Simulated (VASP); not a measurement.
# Rh (I4/mmm) in VASP: a series of runs, part 2 of 2

VASP 6.6.1. The steps go on from the part before.

## Step 4: Single point, PBEsol (strain +0.000 along x and y, -0.030 along z)

File INCAR:

```
SYSTEM = Rh
PREC = Accurate
ENCUT = 520
EDIFF = 1E-6
ISMEAR = 0
SIGMA = 0.15
LREAL = .FALSE.
LASPH = .TRUE.
NELM = 80
ALGO = Fast
ISIF = 2
LWAVE = .FALSE.
LCHARG = .TRUE.
GGA = PS
LELF = .TRUE.
LVHAR = .TRUE.
NBANDS = 14
```

File KPOINTS:

```
regular mesh
0
G
  22 22 22
  0 0 0
```

File POSCAR:

```
Rh
1.0
    0.0000000000      1.9015500000      1.8445035000
    1.9015500000      0.0000000000      1.8445035000
    1.9015500000      1.9015500000      0.0000000000
Rh
1
Direct
    0.0000000000      0.0000000000      0.0000000000
```

The run is started by

```sh
$ cat potpaw_PBE.64/Rh_pv/POTCAR > POTCAR
$ mpirun -np 1 vasp_std > vasp.out
```

Wall time 50 s (1 thread of Intel Xeon 6975P-C (Granite Rapids), shared host); peak memory 0.24 GiB.

It converged, with:

```
Free energy : -8.1365 eV
Pressure    : 3.9 GPa
```

Stress tensor (GPa, compression positive):
```
1.25 0.00 0.00
0.00 1.25 0.00
0.00 0.00 9.21
```

Levels at points of the mesh, in eV from the Fermi level:
```tsv
k point	band 5	band 6	band 7	band 8	band 9	band 10
(0.00, 0.00, 0.00)	-3.35	-3.35	-3.01	-1.24	-0.83	15.93
(0.50, 0.00, 0.00)	-3.50	-3.13	0.53	0.63	0.71	8.92
(0.50, 0.50, 0.00)	-6.27	0.58	1.07	1.07	3.68	13.04
(0.50, 0.00, 0.50)	-6.24	0.60	0.89	1.18	3.00	12.33
```

Caveat: the cell differs from its parent crystal (strain +0.000 along x and y, -0.030 along z); the PAW data sets were made with another functional, which shifts forces and pressure a little.

## Step 5: Single point, PBEsol (strain -0.015 along x and y, +0.000 along z)

File INCAR:

```
  PREC = Accurate
  ENCUT = 520
  EDIFF = 1E-6
  ISMEAR = 0
  SIGMA = 0.15
  LREAL = False
  LASPH = True
  NELM = 100
  ALGO = Fast
  ISIF = 2
  LWAVE = False
  LCHARG = False
  GGA = PS
  NBANDS = 14
```

File KPOINTS:

```
regular mesh
0
Gamma
  22 22 22
```

File POSCAR:

```
Rh
1.0
    0.0000000000      1.8730267500      1.9015500000
    1.8730267500      0.0000000000      1.9015500000
    1.8730267500      1.8730267500      0.0000000000
Rh
1
Direct
    0.0000000000      0.0000000000      0.0000000000
```

The run is started by

```sh
$ cat potpaw_PBE.64/Rh_pv/POTCAR > POTCAR
$ mpirun -np 1 vasp_std > vasp.out
```

Wall time 50 s (1 thread of Intel Xeon 6975P-C (Granite Rapids), shared host); peak memory 0.24 GiB.

The run converged. Its results:

- Free energy: -8.1416 eV
- Pressure: 3.7 GPa

Stress tensor (GPa, compression positive):
```
5.10 0.00 0.00
0.00 5.10 0.00
0.00 0.00 0.98
```

Levels at points of the mesh, in eV from the Fermi level:
```
           k point  band 4  band 5  band 6  band 7  band 8  band 9  band 10  band 11
(0.00, 0.00, 0.00)   -8.28   -3.35   -3.18   -3.18   -1.13   -0.92    15.91    20.28
(0.50, 0.00, 0.00)   -6.42   -3.41   -3.23    0.57    0.62    0.66     8.91    15.42
(0.50, 0.50, 0.00)   -6.63   -6.24    0.60    1.04    1.04    3.00    12.33    13.60
(0.50, 0.00, 0.50)   -6.64   -6.25    0.59    0.98    1.13    3.33    12.76    13.23
```

Caveat: the cell differs from its parent crystal (strain -0.015 along x and y, +0.000 along z); the PAW data sets were made with another functional, which shifts forces and pressure a little.

## Step 6: Single point, PBEsol (strain +0.000 along x and y, -0.015 along z)

File INCAR:

```
SYSTEM = Rh
ALGO = Fast
EDIFF = 1E-6
ENCUT = 520
GGA = PS
ISIF = 2
ISMEAR = 0
LASPH = .True.
LCHARG = .False.
LREAL = .False.
LWAVE = .False.
NBANDS = 14
NELM = 100
PREC = Accurate
SIGMA = 0.15
```

File KPOINTS:

```
k-points
0
Gamma
  22 22 22
  0 0 0
```

File POSCAR:

```
Rh
1.0
    0.0000000000      1.9015500000      1.8730267500
    1.9015500000      0.0000000000      1.8730267500
    1.9015500000      1.9015500000      0.0000000000
Rh
1
Direct
    0.0000000000      0.0000000000      0.0000000000
```

Potentials or basis: VASP PAW PBE potentials, release 64 (Rh_pv).

The run is started by

```sh
$ cat potpaw_PBE.64/Rh_pv/POTCAR > POTCAR
$ mpirun -np 1 vasp_std > vasp.out
```

OUTCAR:

```text
SYSTEM = Rh
   EDIFF = 1E-6
   ENCUT = 520
   GGA = PS
   ISIF = 2
   ISMEAR = 0
   LASPH = .True.
   LREAL = .False.
   NELM = 100
   PREC = Accurate

 ion  position               nearest neighbor table
   1  0.000  0.000  0.000-

  LATTYP: Found a body centered tetragonal cell.
 ALAT       =     2.6891977995
 C/A-ratio  =     1.3930003589

  Lattice vectors:

 A1 = (   0.0000000000,  -1.9015500000,  -1.8730267500)
 A2 = (   0.0000000000,   1.9015500000,  -1.8730267500)
 A3 = (   1.9015500000,   0.0000000000,   1.8730267500)

Analysis of symmetry for initial positions (statically):
=====================================================================
 Subroutine PRICEL returns:
 Original cell was already a primitive cell.

 Routine SETGRP: Setting up the symmetry group for a
 body centered tetragonal supercell.

 Subroutine GETGRP returns: Found 16 space group operations
 (whereof 16 operations were pure point group operations)
 out of a pool of 16 trial point group operations.

The static configuration has the point symmetry D_4h.

Analysis of symmetry for dynamics (positions and initial velocities):
[... 162 lines left out ...]
 fundamental gap:      0.0054905048
 Fermi energy:        12.0275361322

 k-point     1 :       0.0000    0.0000    0.0000
  band No.  band energies     occupation
      1     -34.3330      2.00000
      2     -34.3330      2.00000
      3     -34.3240      2.00000
      4       3.8655      2.00000
      5       8.8088      2.00000
      6       8.8088      2.00000
      7       8.9735      2.00000
      8      10.9228      2.00000
      9      11.1240      2.00000
     10      27.9567      0.00000
     11      32.3535      0.00000
     12      33.3286      0.00000
     13      33.3286      0.00000
     14      33.8135      0.00000
[... 377 lines left out ...]
      1     -35.0933      2.00000
      2     -34.4484      2.00000
      3     -34.4380      2.00000
      4       5.8113      2.00000
      5       8.7624      2.00000
      6       8.8287      2.00000
      7      11.7095      1.99729
      8      12.5694      0.00000
      9      13.4666      0.00000
     10      20.9536      0.00000
     11      27.6215      0.00000
     12      32.3550      0.00000
     13      33.1851      0.00000
     14      33.3811      0.00000

 [... further k-points ...]
[... 5 lines left out ...]
  --------------------------------------------------------------------------------------
  -------------------------------------------------------------------------------------
  Total       -0.1790873     -0.1790873      0.1460439      0.0000000      0.0000000     -0.0000000
  in kB      -21.1829213    -21.1829213     17.2744588      0.0000000      0.0000000     -0.0000000
  external PRESSURE =      -8.3637946 kB  Pullay stress =       0.0000000 kB

 VOLUME and BASIS-vectors are now :
 -----------------------------------------------------------------------------
  energy-cutoff  :      520.00
  volume of cell :       13.55
      direct lattice vectors                 reciprocal lattice vectors
     0.000000000  1.901550000  1.873026750    -0.262943388  0.262943388  0.266947602
     1.901550000  0.000000000  1.873026750     0.262943388 -0.262943388  0.266947602
     1.901550000  1.901550000  0.000000000     0.262943388  0.262943388 -0.266947602

 POSITION                                       TOTAL-FORCE (eV/Angst)
 -----------------------------------------------------------------------------------
      0.00000      0.00000      0.00000         0.000000      0.000000      0.000000
 -----------------------------------------------------------------------------------
    total drift:                                0.000000      0.000000      0.000000

  FREE ENERGIE OF THE ION-ELECTRON SYSTEM (eV)
  ---------------------------------------------------
  free  energy   TOTEN  =        -8.1435303967 eV

  energy  without entropy=       -8.1289261801  energy(sigma->0) =       -8.13622829
```

Wall time 49 s (1 thread of Intel Xeon 6975P-C (Granite Rapids), shared host); peak memory 0.24 GiB.

What came out:

```yaml
Free_energy: -8.1435 eV
Pressure: -0.8 GPa
```

Levels at points of the mesh, in eV from the Fermi level:
| k point | band 3 | band 4 | band 5 | band 6 | band 7 | band 8 | band 9 | band 10 | band 11 | band 12 |
| --- | --- | --- | --- | --- | --- | --- | --- | --- | --- | --- |
| (0.00, 0.00, 0.00) | -46.35 | -8.16 | -3.22 | -3.22 | -3.05 | -1.10 | -0.90 | 15.93 | 20.33 | 21.30 |
| (0.50, 0.00, 0.00) | -46.45 | -6.29 | -3.33 | -3.15 | 0.55 | 0.64 | 0.64 | 8.75 | 15.43 | 20.33 |
| (0.50, 0.50, 0.00) | -46.66 | -6.49 | -6.12 | 0.57 | 1.03 | 1.03 | 3.42 | 12.71 | 13.14 | 13.14 |
| (0.50, 0.00, 0.50) | -46.62 | -6.48 | -6.10 | 0.58 | 0.95 | 1.09 | 3.09 | 12.28 | 13.33 | 13.50 |

Caveat: the cell differs from its parent crystal (strain +0.000 along x and y, -0.015 along z); the PAW data sets were made with another functional, which shifts forces and pressure a little.

## Step 7: Overview

| cell | further INCAR settings | gap on the mesh (eV) | pressure (GPa) |
| --- | --- | --- | --- |
| a = 2.670, b = 2.670, c = 2.609 Å, angles 60.8, 60.8, 58.5°, 1 atom | ALGO = Fast; EDIFF = 1e-06; NBANDS = 14 | none | 9.2 |
| a = 2.690, b = 2.690, c = 2.609 Å, angles 61.0, 61.0, 58.0°, 1 atom | ALGO = Fast; EDIFF = 1e-07; NBANDS = 14 | none | 4.7 |
| a = 2.649, b = 2.649, c = 2.689 Å, angles 59.5, 59.5, 61.0°, 1 atom | ALGO = Fast; EDIFF = 1e-06; NBANDS = 14 | none | 3.9 |
| a = 2.669, b = 2.669, c = 2.649 Å, angles 60.3, 60.3, 59.5°, 1 atom | ALGO = Fast; EDIFF = 1e-06; NBANDS = 14 | none | 3.7 |
| a = 2.669, b = 2.669, c = 2.689 Å, angles 59.8, 59.8, 60.5°, 1 atom | ALGO = Fast; EDIFF = 1e-06; NBANDS = 14 | none | -0.8 |

Alike in all rows: task single point; level PBEsol; potentials or basis VASP PAW PBE potentials, release 64 (Rh_pv); no spin polarisation; k mesh 22 × 22 × 22; cutoff (eV) 520; smearing gaussian 0.15 eV.

Caveats: the PAW data sets were made with another functional, which shifts forces and pressure a little.

Absolute energies hang on the potentials; compare differences alone.
